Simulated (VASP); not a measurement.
Write the native input for VASP 6.6.1 that does the following.

| Property | Result |
| --- | --- |
| Task | single point |
| Functional | LDA |
| Potentials or basis | VASP PAW LDA potentials, release 64 (Si, Ge_d) |
| Cutoff | 520 eV |
| k mesh | 12 × 12 × 6 |
| Occupations | gaussian, width 0.03 eV |
| Spin | no spin polarisation |
| Dipole correction | no |
| Further INCAR settings | ALGO = Normal; EDIFF = 1e-06; NBANDS = 26 |

The structure of SiGe lies in POSCAR:

```
SiGe
1.0
    3.8347660222      0.0000000000      0.0000000000
   -1.9173830111      3.3210047928      0.0000000000
    0.0000000000      0.0000000000      6.3373575767
Si Ge
2 2
Direct
    0.6666666667      0.3333333333      0.8745031008
    0.3333333333      0.6666666667      0.3745031008
    0.6666666667      0.3333333333      0.5161337307
    0.3333333333      0.6666666667      0.0161337307
```

These files were run (other wordings do the same):

INCAR

```
SYSTEM = SiGe
ALGO = Normal
EDIFF = 1E-6
ENCUT = 520
ISIF = 2
ISMEAR = 0
LASPH = .TRUE.
LCHARG = .FALSE.
LREAL = .FALSE.
LWAVE = .FALSE.
NBANDS = 26
NELM = 80
PREC = Accurate
SIGMA = 0.03
```

KPOINTS

```
k-points
0
G
  12 12 6
  0 0 0
```

Potentials or basis: VASP PAW LDA potentials, release 64 (Si, Ge_d).

Command:

```bash
$ cat potpaw_LDA.64/Si/POTCAR potpaw_LDA.64/Ge_d/POTCAR > POTCAR
$ mpirun -np 1 vasp_std > vasp.out
```

It gave:

The pressure is 2.8 GPa. The largest force is 1.479 eV/Å. The band gap on the k mesh is zero (band 18 reaches 6.30 eV, above the bottom of band 19 at 6.29 eV).

Caveat: forces of over 1 eV/Å act on the atoms, so gaps and moduli don't describe the material at rest.

It took 110 s on 1 thread of AMD EPYC 7R43 64-Core Processor (Zen 3), with other jobs on the host, peak memory 0.22 GiB.
